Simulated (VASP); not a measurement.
# ScNb2O3 (P-4m2) in VASP: relaxation of cell and atoms with PBE

Aim: the relaxation of cell and atoms of ScNb2O3 with PBE.

Program: VASP 6.6.1. These are calculated values, not measurements. Logs are shortened: lines on timing, memory, paths and dates and some standing lists are left out, and cuts for length are marked.

## Step 1: The cell of the first run

Symmetry: P-4m2, No. 115, tetragonal system. The conventional cell has a = 2.981 Å, b = 2.981 Å, c = 9.041 Å, α = 90.00°, β = 90.00°, γ = 90.00°. Within 2.8 Å of Sc (site symmetry -4m2) lie 4 O at 2.11 Å. Within 3.0 Å of Nb (site symmetry 2mm) lie 5 O at 2.19 to 2.23 Å and 4 Nb at 2.98 Å. Within 3.0 Å of O (site symmetry 2mm) lie 5 Nb at 2.19 to 2.23 Å and 8 O at 2.68 to 2.98 Å. Within 2.8 Å of O (site symmetry -4m2) lie 4 Sc at 2.11 Å.

The cell was built from a structure type or drawn by symmetry, and may not be a known phase.

## Step 2: Relaxation of cell and atoms, PBE

Contents of INCAR:

```
SYSTEM = ScNb2O3
  PREC = Accurate
  ENCUT = 600
  EDIFF = 1E-6
  ISMEAR = 0
  SIGMA = 0.1
  LREAL = .FALSE.
  LASPH = .TRUE.
  NELM = 100
  ALGO = Normal
  ISIF = 3
  LWAVE = .FALSE.
  LCHARG = .FALSE.
  GGA = PE
  IBRION = 2
  NSW = 100
  EDIFFG = -0.01
```

Contents of KPOINTS:

```
regular mesh
0
G
  12 12 4
  0 0 0
```

Contents of POSCAR:

```
ScNb2O3
1.0
    2.9812288573      0.0000000000      0.0000000000
    0.0000000000      2.9812288573      0.0000000000
    0.0000000000      0.0000000000      9.0405413415
Sc Nb O
1 2 3
Direct
    0.0000000000      0.0000000000      0.0000000000
    0.0000000000      0.5000000000      0.6552968738
    0.5000000000      0.0000000000      0.3447031262
    0.0000000000      0.5000000000      0.4084570912
    0.5000000000      0.0000000000      0.5915429088
    0.5000000000      0.5000000000      0.0000000000
```

Potentials or basis: VASP PAW PBE potentials, release 64 (Sc_sv, Nb_sv, O).

Started as:

```bash
$ cat potpaw_PBE.64/Sc_sv/POTCAR potpaw_PBE.64/Nb_sv/POTCAR potpaw_PBE.64/O/POTCAR > POTCAR
$ mpirun -np 1 vasp_std > vasp.out
```

OUTCAR:

```text
SYSTEM = ScNb2O3
   PREC = Accurate
   ENCUT = 600
   EDIFF = 1E-6
   ISMEAR = 0
   LREAL = .FALSE.
   LASPH = .TRUE.
   NELM = 100
   ISIF = 3
   GGA = PE
   IBRION = 2
   NSW = 100
   EDIFFG = -0.01

 ion  position               nearest neighbor table
   1  0.000  0.000  0.000-   6 2.11   6 2.11   6 2.11   6 2.11
   2  0.000  0.500  0.655-   5 2.19   5 2.19   5 2.19   5 2.19   4 2.23
   3  0.500  0.000  0.345-   4 2.19   4 2.19   4 2.19   4 2.19   5 2.23
   4  0.000  0.500  0.408-   3 2.19   3 2.19   3 2.19   3 2.19   2 2.23
   5  0.500  0.000  0.592-   2 2.19   2 2.19   2 2.19   2 2.19   3 2.23
   6  0.500  0.500  0.000-   1 2.11   1 2.11   1 2.11   1 2.11

  LATTYP: Found a simple tetragonal cell.
 ALAT       =     2.9812288573
 C/A-ratio  =     3.0324882034

  Lattice vectors:

 A1 = (   2.9812288573,   0.0000000000,   0.0000000000)
 A2 = (   0.0000000000,   2.9812288573,   0.0000000000)
 A3 = (   0.0000000000,   0.0000000000,   9.0405413415)

Analysis of symmetry for initial positions (statically):
=====================================================================
 Subroutine PRICEL returns:
 Original cell was already a primitive cell.

 Routine SETGRP: Setting up the symmetry group for a
 simple tetragonal supercell.

 Subroutine GETGRP returns: Found  8 space group operations
 (whereof  8 operations were pure point group operations)
 out of a pool of 16 trial point group operations.

The static configuration has the point symmetry D_2d.

Analysis of symmetry for dynamics (positions and initial velocities):
=====================================================================
 Subroutine PRICEL returns:
 Original cell was already a primitive cell.

 Routine SETGRP: Setting up the symmetry group for a
 simple tetragonal supercell.

 Subroutine GETGRP returns: Found  8 space group operations
 (whereof  8 operations were pure point group operations)
 out of a pool of 16 trial point group operations.

The dynamic configuration has the point symmetry D_2d.

 Subroutine INISYM returns: Found  8 space group operations
 (whereof  8 operations are pure point group operations),
 and found     1 'primitive' translations

----------------------------------------------------------------------------------------

                                     Primitive cell

  volume of cell :      80.3498

  direct lattice vectors                    reciprocal lattice vectors
     2.981228857  0.000000000  0.000000000     0.335432148  0.000000000  0.000000000
     0.000000000  2.981228857  0.000000000     0.000000000  0.335432148  0.000000000
     0.000000000  0.000000000  9.040541342     0.000000000  0.000000000  0.110612845

  length of vectors
     2.981228857  2.981228857  9.040541342     0.335432148  0.335432148  0.110612845

  position of ions in fractional coordinates (direct lattice)
     0.000000000  0.000000000  0.000000000
     0.000000000  0.500000000  0.655296874
     0.500000000  0.000000000  0.344703126
     0.000000000  0.500000000  0.408457091
     0.500000000  0.000000000  0.591542909
     0.500000000  0.500000000  0.000000000

  ion indices of the primitive-cell ions
   primitive index   ion index
                 1           1
                 2           2
                 3           3
                 4           4
                 5           5
                 6           6

----------------------------------------------------------------------------------------

 KPOINTS: regular mesh

Automatic generation of k-mesh.
 Grid dimensions read from file:
 generate k-points for:   12   12    4

 Generating k-lattice:

  Cartesian coordinates                     Fractional coordinates (reciprocal lattice)
     0.027952679  0.000000000  0.000000000     0.083333333  0.000000000  0.000000000
     0.000000000  0.027952679  0.000000000     0.000000000  0.083333333  0.000000000
     0.000000000  0.000000000  0.027653211     0.000000000  0.000000000  0.250000000

  Length of vectors
     0.027952679  0.027952679  0.027653211

  Shift w.r.t. Gamma in fractional coordinates (k-lattice)
     0.000000000  0.000000000  0.000000000

 Subroutine IBZKPT returns following result:
 ===========================================

 Found     84 irreducible k-points:

 Following reciprocal coordinates:
            Coordinates               Weight
  0.000000  0.000000  0.000000      1.000000
  0.083333  0.000000  0.000000      4.000000
  0.166667  0.000000  0.000000      4.000000
  0.250000  0.000000  0.000000      4.000000
  0.333333  0.000000  0.000000      4.000000
  0.416667  0.000000  0.000000      4.000000
[... 16 lines left out ...]
  0.333333  0.333333  0.000000      4.000000
  0.416667  0.333333  0.000000      8.000000
 [... further k-points ...]
   k-points           NKPTS =     84   k-points in BZ     NKDIM =     84   number of bands    NBANDS=     33
   number of dos      NEDOS =    301   number of ions     NIONS =      6
   total plane-waves  NPLWV =  41472
   dimension x,y,z NGX =    24 NGY =   24 NGZ =   72
   dimension x,y,z NGXF=    48 NGYF=   48 NGZF=  144
   ions per type =               1   2   3
   NGX,Y,Z   is equivalent  to a cutoff of  13.38, 13.38, 13.24 a.u.
   NGXF,Y,Z  is equivalent  to a cutoff of  26.77, 26.77, 26.48 a.u.
 SYSTEM =  ScNb2O3
   PREC   = accura    normal or accurate (medium, high low for compatibility)
   ISTART =      0    job   : 0-new  1-cont  2-samecut
   ICHARG =      2    charge: 1-file 2-atom 10-const
   ISPIN  =      1    spin polarized calculation?
   LNONCOLLINEAR =      F non collinear calculations
   LSORBIT =      F    spin-orbit coupling
   LASPH  =      T    aspherical Exc in radial PAW
   ENCUT  =  600.0 eV  44.10 Ry    6.64 a.u.   5.95  5.95 18.06*2*pi/ulx,y,z
   NELM   =    100;   NELMIN=  2; NELMDL= -5     # of ELM steps
   EDIFF  = 0.1E-05   stopping-criterion for ELM
   LREAL  =      F    real-space projection
   EDIFFG = -.1E-01   stopping-criterion for IOM
   NSW    =    100    number of steps for IOM
   IBRION =      2    ionic relax: 0-MD 1-quasi-New 2-CG
   NFREE  =      1    steps in history (QN), initial steepest desc. (CG)
   ISIF   =      3    stress and relaxation
   ISYM   =      2    0-nonsym 1-usesym 2-fastsym
   POTIM  = 0.5000    time-step for ionic-motion
   TEBEG  =    0.0;   TEEND  =   0.0 temperature during run
   PSTRESS=    0.0 pullay stress
   NELECT =      55.0000    total number of electrons
   NUPDOWN=      -1.0000    fix difference up-down
   EMIN   =  10.00;   EMAX   =-10.00  energy-range for DOS
   EFERMI =   0.00;   METHOD = LEGACY
   ISMEAR =     0;   SIGMA  =   0.10  broadening in eV -4-tet -1-fermi 0-gaus
   EFERMI_NEDOS =   21; number of points for ismear=-14 and -15
   IALGO  =     38    algorithm
   IMIX   =      4    mixing-type and parameters
     AMIX     =   0.40;   BMIX     =  1.00
     AMIX_MAG =   1.60;   BMIX_MAG =  1.00
  volume/ion in A,a.u.               =      13.39        90.37
  Fermi-wavevector in a.u.,A,eV,Ry     =   1.442782  2.726463 28.322157  2.081620
  Thomas-Fermi vector in A             =   2.561263
   LORBIT       =      0    0 simple, 1 ext, 2 COOP (PROOUT), +10 PAW based schemes
   GGA     = PE    functional components
   LHFCALC =     F    Hartree Fock is set to
   AEXX    =    0.0000 exact exchange contribution
   IVDW    =     0    specifies the selected vdW correction
   LEPSILON=     F    determine dielectric tensor
   LRPA    =     F    only Hartree local field effects (RPA)
 conjugate gradient relaxation of ions
 non-spin polarized calculation
 Gauss-broadening in eV      SIGMA  =   0.10
  energy-cutoff  :      600.00
  volume of cell :       80.35
 maximum number of plane-waves:      2712
 NGX is ok and might be reduce to    24
   NGX = 11   NGY = 11   NGZ = 37

--------------------------------------- Ionic step        1  -------------------------------------------

 number of electron      54.9999999 magnetization

 Free energy of the ion-electron system (eV)
  ---------------------------------------------------
  ext. energy  EPLUGINS =         0.00000000
  ---------------------------------------------------
  free energy    TOTEN  =       -51.93893214 eV

  energy without entropy =      -51.90864290  energy(sigma->0) =      -51.92378752

------------------------ aborting loop because EDIFF is reached ----------------------------------------

  FORCE on cell =-STRESS in cart. coord.  units (eV):
  Direction    XX          YY          ZZ          XY          YZ          ZX
  --------------------------------------------------------------------------------------
  -------------------------------------------------------------------------------------
  Total       -0.0688057     -0.0688057     -0.0223371      0.0000000      0.0000000      0.0000000
  in kB       -1.3719876     -1.3719876     -0.4454023      0.0000000      0.0000000      0.0000000
  external PRESSURE =      -1.0631258 kB  Pullay stress =       0.0000000 kB
[... 225 lines left out ...]
  energy  without entropy=      -51.9089393707  energy(sigma->0) =      -51.92400705

--------------------------------------- Ionic step        7  -------------------------------------------

 number of electron      55.0000000 magnetization

 Free energy of the ion-electron system (eV)
  ---------------------------------------------------
  ext. energy  EPLUGINS =         0.00000000
  ---------------------------------------------------
  free energy    TOTEN  =       -51.93907980 eV

  energy without entropy =      -51.90897696  energy(sigma->0) =      -51.92402838

 E-fermi :   8.6162     XC(G=0): -11.5383

 val. band max:        8.6112861812   @ k =   0.2500   0.1667   0.2500
 cond. band min:       8.6193769178   @ k =   0.5000   0.4167   0.5000
 fundamental gap:      0.0080907367
 Fermi energy:         8.6161960094

 k-point     1 :       0.0000    0.0000    0.0000
  band No.  band energies     occupation
      1     -47.4236      2.00000
      2     -47.4002      2.00000
      3     -41.4452      2.00000
      4     -23.7510      2.00000
      5     -23.4444      2.00000
      6     -23.1828      2.00000
[... 853 lines left out ...]
     32      10.5523      0.00000
     33      11.5435      0.00000

 [... further k-points ...]
[... 5 lines left out ...]
  --------------------------------------------------------------------------------------
  -------------------------------------------------------------------------------------
  Total       -0.0337362     -0.0337362      0.0215034      0.0000000      0.0000000      0.0000000
  in kB       -0.6722111     -0.6722111      0.4284662      0.0000000      0.0000000      0.0000000
  external PRESSURE =      -0.3053186 kB  Pullay stress =       0.0000000 kB
[... 21 lines left out ...]
  FREE ENERGIE OF THE ION-ELECTRON SYSTEM (eV)
  ---------------------------------------------------
  free  energy   TOTEN  =       -51.9390797964 eV

  energy  without entropy=      -51.9089769608  energy(sigma->0) =      -51.92402838

 reached required accuracy - stopping structural energy minimisation
```

Run time: 9.9 min. Hardware: 1 thread of AMD EPYC 9R14 (Zen 4), shared host; peak memory 0.36 GiB.

Results:

```yaml
Free_energy: -51.9391 eV
Relaxed_volume: 13.40 Å³/atom
Relaxed_cell: a = 2.981 Å, b = 2.981 Å, c = 9.046 Å, α = 90.00°, β = 90.00°, γ = 90.00°
Space_group_after_relaxing_to_0.1_Å: P-4m2 (No. 115)
Energy_gained_by_relaxing: 0.0 meV/atom
Ionic_steps: 7
Pressure_after_relaxing: 0.0 GPa
Band_gap_on_the_k_mesh: zero (an odd number of electrons rules out a gap without spin polarisation)
```

Forces on the atoms (eV/Å):
```
Sc   0.000  0.000  0.000
Nb   0.000  0.000  0.001
Nb   0.000  0.000 -0.001
O    0.000  0.000  0.002
O    0.000  0.000 -0.002
O    0.000  0.000  0.000
```

Step by step:
| step | energy change (eV) | largest force (eV/Å) | pressure (GPa) | volume (Å³) |
| --- | --- | --- | --- | --- |
| 1 | 0.0000 | 0.0393 | -0.11 | 80.35 |
| 2 | 0.0000 | 0.0014 | 0.24 | 80.25 |
| 3 | -0.0001 | 0.0172 | 0.12 | 80.29 |
| 4 | -0.0001 | 0.0024 | 0.09 | 80.34 |
| 5 | -0.0001 | 0.0070 | 0.07 | 80.38 |
| 6 | -0.0001 | 0.0054 | -0.08 | 80.45 |
| 7 | -0.0001 | 0.0022 | -0.03 | 80.41 |

Final structure:
```yaml
crystal:
  lattice:
    - [2.98144, 0.00000, 0.00000]
    - [0.00000, 2.98144, 0.00000]
    - [0.00000, 0.00000, 9.04582]
  atoms:
    - { symbol: Sc, position: [0.00000, 0.00000, 0.00000] }
    - { symbol: Nb, position: [0.00000, 0.50000, 0.65486] }
    - { symbol: Nb, position: [0.50000, 0.00000, 0.34514] }
    - { symbol: O, position: [0.00000, 0.50000, 0.40838] }
    - { symbol: O, position: [0.50000, 0.00000, 0.59162] }
    - { symbol: O, position: [0.50000, 0.50000, 0.00000] }
```

Caveat: an odd number of electrons without spin polarisation forces a metal; a magnetic or distorted state may lie lower.
